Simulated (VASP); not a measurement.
# Pd (P6_3/mmc) in VASP: a series of runs, part 2 of 2

VASP 6.6.1. The steps go on from the part before.

## (3) Relaxation of cell and atoms, LDA

This run uses another cell than the first one, of 14.71 Å³/atom, 1.036 times its volume.

File INCAR:

```
SYSTEM = Pd
PREC = Accurate
ENCUT = 600
EDIFF = 1E-7
ISMEAR = 1
SIGMA = 0.1
LREAL = .FALSE.
LASPH = .TRUE.
NELM = 80
ALGO = Normal
ISIF = 3
LWAVE = .FALSE.
LCHARG = .FALSE.
GGA = CA
IBRION = 2
NSW = 80
EDIFFG = -0.01
```

File KPOINTS:

```
Automatic mesh
0
G
  9 9 5
  0 0 0
```

File POSCAR:

```
Pd
1.0
    2.7500000000      0.0000000000      0.0000000000
   -1.3750000000      2.3815698604      0.0000000000
    0.0000000000      0.0000000000      4.4907500000
Pd
2
Direct
    0.3333333333      0.6666666667      0.2500000000
    0.6666666667      0.3333333333      0.7500000000
```

Potentials or basis: VASP PAW LDA potentials, release 64 (Pd).

Launch:

```bash
> cat potpaw_LDA.64/Pd/POTCAR > POTCAR
> mpirun -np 1 vasp_std > vasp.out
```

OUTCAR:

```text
SYSTEM = Pd
   PREC = Accurate
   ENCUT = 600
   EDIFF = 1E-7
   ISMEAR = 1
   LREAL = .FALSE.
   LASPH = .TRUE.
   NELM = 80
   ISIF = 3
   GGA = CA
   IBRION = 2
   NSW = 80
   EDIFFG = -0.01

 ion  position               nearest neighbor table
   1  0.333  0.667  0.250-   2 2.75   2 2.75   2 2.75   2 2.75   2 2.75   2 2.75
   2  0.667  0.333  0.750-   1 2.75   1 2.75   1 2.75   1 2.75   1 2.75   1 2.75

  LATTYP: Found a hexagonal cell.
 ALAT       =     2.7500000000
 C/A-ratio  =     1.6330000000

  Lattice vectors:

 A1 = (   2.7500000000,   0.0000000000,   0.0000000000)
 A2 = (  -1.3750000000,   2.3815698604,   0.0000000000)
 A3 = (   0.0000000000,   0.0000000000,   4.4907500000)

Analysis of symmetry for initial positions (statically):
=====================================================================
 Subroutine PRICEL returns:
 Original cell was already a primitive cell.

 Routine SETGRP: Setting up the symmetry group for a
 hexagonal supercell.

 Subroutine GETGRP returns: Found 24 space group operations
 (whereof 12 operations were pure point group operations)
 out of a pool of 24 trial point group operations.

The static configuration has the point symmetry D_3d.
 The point group associated with its full space group is D_6h.

Analysis of symmetry for dynamics (positions and initial velocities):
=====================================================================
 Subroutine PRICEL returns:
 Original cell was already a primitive cell.

 Routine SETGRP: Setting up the symmetry group for a
 hexagonal supercell.

 Subroutine GETGRP returns: Found 24 space group operations
 (whereof 12 operations were pure point group operations)
 out of a pool of 24 trial point group operations.

The dynamic configuration has the point symmetry D_3d.
 The point group associated with its full space group is D_6h.

 Subroutine INISYM returns: Found 24 space group operations
 (whereof 12 operations are pure point group operations),
 and found     1 'primitive' translations

----------------------------------------------------------------------------------------

                                     Primitive cell

  volume of cell :      29.4113

[... 119 lines left out ...]
 conjugate gradient relaxation of ions
 non-spin polarized calculation
 Methfessel and Paxton  Order N= 1 SIGMA  =   0.10
  energy-cutoff  :      600.00
  volume of cell :       29.41
 maximum number of plane-waves:      1005
 NGX is ok and might be reduce to    24
   NGX = 11   NGY = 11   NGZ = 17

--------------------------------------- Ionic step        1  -------------------------------------------

 number of electron      19.9999997 magnetization

 Free energy of the ion-electron system (eV)
  ---------------------------------------------------
  ext. energy  EPLUGINS =         0.00000000
  ---------------------------------------------------
  free energy    TOTEN  =       -12.87433702 eV

  energy without entropy =      -12.87070091  energy(sigma->0) =      -12.87312498

 E-fermi :   9.6530     XC(G=0): -13.5341

 val. band max:        9.6358662566   @ k =   0.2222   0.1111   0.2000
 cond. band min:       9.6898115048   @ k =   0.3333   0.2222   0.2000
 fundamental gap:      0.0539452483
 Fermi energy:         9.6530321590

 k-point     1 :       0.0000    0.0000    0.0000
  band No.  band energies     occupation
      1       2.3820      2.00000
      2       4.2635      2.00000
      3       6.7583      2.00000
      4       6.8781      2.00000
      5       6.8781      2.00000
      6       7.2671      2.00000
      7       7.2671      2.00000
      8       7.8363      2.00000
      9       7.8363      2.00000
     10       9.4047      2.00249
     11       9.4047      2.00249
     12      10.5806     -0.00000
     13      16.8912      0.00000
     14      26.6398      0.00000
[... 492 lines left out ...]
  FREE ENERGIE OF THE ION-ELECTRON SYSTEM (eV)
  ---------------------------------------------------
  free  energy   TOTEN  =       -12.8976651828 eV

  energy  without entropy=      -12.8943815962  energy(sigma->0) =      -12.89657065

[... ionic steps 4 to 7 ...]

--------------------------------------- Ionic step        8  -------------------------------------------

 number of electron      20.0000000 magnetization

------------------------ aborting loop because EDIFF is reached ----------------------------------------
[... 67 lines left out ...]
--------------------------------------- Ionic step       10  -------------------------------------------

 number of electron      20.0000000 magnetization

 Free energy of the ion-electron system (eV)
  ---------------------------------------------------
  ext. energy  EPLUGINS =         0.00000000
  ---------------------------------------------------
  free energy    TOTEN  =       -12.90339909 eV

  energy without entropy =      -12.90028112  energy(sigma->0) =      -12.90235977

 E-fermi :  10.2271     XC(G=0): -13.7431

 val. band max:       10.2186867485   @ k =   0.4444   0.1111   0.0000
 cond. band min:      10.2308938930   @ k =   0.4444   0.0000   0.2000
 fundamental gap:      0.0122071445
 Fermi energy:        10.2270830215

 k-point     1 :       0.0000    0.0000    0.0000
  band No.  band energies     occupation
      1       2.7102      2.00000
      2       4.5497      2.00000
      3       6.9706      2.00000
      4       7.2719      2.00000
      5       7.2719      2.00000
      6       7.6331      2.00000
      7       7.6331      2.00000
      8       8.5212      2.00000
      9       8.5212      2.00000
     10       9.9939      2.00474
     11       9.9939      2.00474
     12      10.8110     -0.00000
     13      17.2718      0.00000
     14      27.4798      0.00000
[... 420 lines left out ...]
  FREE ENERGIE OF THE ION-ELECTRON SYSTEM (eV)
  ---------------------------------------------------
  free  energy   TOTEN  =       -12.9033990874 eV

  energy  without entropy=      -12.9002811232  energy(sigma->0) =      -12.90235977

 reached required accuracy - stopping structural energy minimisation
```

OSZICAR:

```text
N       E                     dE             d eps       ncg     rms          rms(c)
DAV:   1     0.114901598821E+03    0.11490E+03   -0.11546E+04  1008   0.157E+03
DAV:   2    -0.116830746859E+02   -0.12658E+03   -0.12122E+03  1068   0.303E+02
DAV:   3    -0.135428192992E+02   -0.18597E+01   -0.18395E+01  1218   0.418E+01
[... 81 lines left out ...]
DAV:   2    -0.129034047902E+02    0.19399E-02   -0.57631E-03  1020   0.859E-01    0.780E-02
DAV:   3    -0.129033974658E+02    0.73244E-05   -0.26579E-05  1086   0.507E-02    0.469E-02
DAV:   4    -0.129033987958E+02   -0.13300E-05   -0.17861E-05  1086   0.338E-02    0.286E-03
DAV:   5    -0.129033990226E+02   -0.22677E-06   -0.28585E-07  1178   0.509E-03    0.135E-03
DAV:   6    -0.129033990874E+02   -0.64743E-07   -0.48128E-08   558   0.198E-03
  10 F= -.12903399E+02 E0= -.12902360E+02  d E =-.321835E-04
```

CONTCAR:

```text
Pd
   1.00000000000000
     2.6890716653169551   -0.0000000000000000    0.0000000000000000
    -1.3445358326584775    2.3288043747546778   -0.0000000000000000
    -0.0000000000000000   -0.0000000000000000    4.5401910263633249
  Pd
     2
Direct
     0.3333333332999970    0.6666666667000030    0.2500000000000000
     0.6666666667000030    0.3333333332999970    0.7500000000000000

  0.00000000E+00  0.00000000E+00  0.00000000E+00
  0.00000000E+00  0.00000000E+00  0.00000000E+00
```

Wall time 56 s (1 thread of Intel Xeon Platinum 8124M at 3.00GHz (Skylake/Cascade Lake), shared host); peak memory 0.16 GiB.

Results:

```
Free energy                            : -12.9034 eV
Relaxed volume                         : 14.22 Å³/atom
Relaxed cell                           : a = 2.689 Å, b = 2.689 Å, c = 4.540 Å, α = 90.00°, β = 90.00°, γ = 120.00°
Space group after relaxing (to 0.05 Å) : P6_3/mmc (No. 194)
Energy gained by relaxing              : 14.5 meV/atom
Ionic steps                            : 10
Pressure after relaxing                : 0.0 GPa
Band gap on the k mesh                 : zero (band 10 reaches 10.41 eV, above the bottom of band 11 at 9.66 eV)
```

Step by step:
```csv
step,energy change (eV),largest force (eV/Å),pressure (GPa),volume (Å³)
1,0.0000,0.0000,-6.81,29.41
2,0.0457,0.0000,15.27,26.83
3,-0.0233,0.0000,0.20,28.42
4,-0.0233,0.0000,0.36,28.40
5,-0.0272,0.0000,0.28,28.40
6,-0.0290,0.0000,0.28,28.40
7,-0.0290,0.0000,0.29,28.40
8,-0.0290,0.0000,0.29,28.40
9,-0.0289,0.0000,-0.61,28.51
10,-0.0291,0.0000,-0.01,28.43
```

Final structure:
```xyz
2
Lattice="2.6891 0.0000 0.0000 -1.3445 2.3288 0.0000 0.0000 0.0000 4.5402" Properties=species:S:1:pos:R:3 pbc="T T T"
Pd    0.0000    1.5525    1.1350
Pd    1.3445    0.7763    3.4051
```
